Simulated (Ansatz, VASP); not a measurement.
One calculation of Zn, two programs

```xyz
2
Lattice="0.0000 2.4852 2.4852 2.4852 0.0000 2.4852 2.4852 2.4852 0.0000" Properties=species:S:1:pos:R:3 pbc="T T T"
Zn   -0.6213   -0.6213   -0.6213
Zn    0.6213    0.6213    0.6213
```

Change from the starting cell: volume scaled by 0.68, LAPW.

Alike in both runs: task single point; functional PBEsol; k mesh 13 × 13 × 13; occupations fermi-dirac, width 0.05 eV; no spin polarisation.

|  | VASP | Ansatz |
| --- | --- | --- |
| version | VASP 6.6.1 | Ansatz 0.2.0 |
| potentials or method | VASP PAW PBE potentials, release 64 (Zn), cutoff 520 eV | all-electron LAPW, scalar-relativistic |

```tsv
	VASP	Ansatz	Ansatz less VASP
pressure (GPa)	37.4	36.3	-1.07
```

VASP's potentials were made for PBE, not for PBEsol. Both programs put the cell under a high pressure, so it lies far from rest at this level. Ansatz ran all-electron here, and VASP with PAW potentials.
